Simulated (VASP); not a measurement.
Bi: single point with PBEsol

Bi:

```
Bi
1.0
     0.00000    3.48746    3.48746
     3.48746    0.00000    3.48746
     3.48746    3.48746    0.00000
Bi
2
Direct
  0.12500 0.12500 0.12500
  0.87500 0.87500 0.87500
```

This isn't the form of Bi at room conditions, which is rhombohedral.

| Quantity | Value |
| --- | --- |
| Program | VASP 6.6.1 |
| Task | single point |
| Functional | PBEsol |
| Potentials or basis | VASP PAW PBE potentials, release 64 (Bi_d) |
| Cutoff | 520 eV |
| k mesh | 9 × 9 × 9 |
| Occupations | fermi-dirac, width 0.1 eV |
| Spin | no spin polarisation |

The pressure is 3.1 GPa and the band gap on the k mesh is zero (bands 15 and 16 overlap by 0.83 eV).

Levels at points of the mesh, in eV from the Fermi level:
```csv
k point,band 12,band 13,band 14,band 15,band 16,band 17,band 18,band 19
"(0.00, 0.00, 0.00)",-7.34,-1.37,-1.37,-1.37,0.92,0.92,0.92,3.21
```

Wall time 110 s on 1 thread of Intel Xeon 8259CL, on a shared host, peak memory 0.25 GiB.

Caveat: the cell stands under pressure; the PAW data sets were made with another functional, which shifts forces and pressure a little; spin-orbit coupling is left out, which moves the levels of the heavy elements.
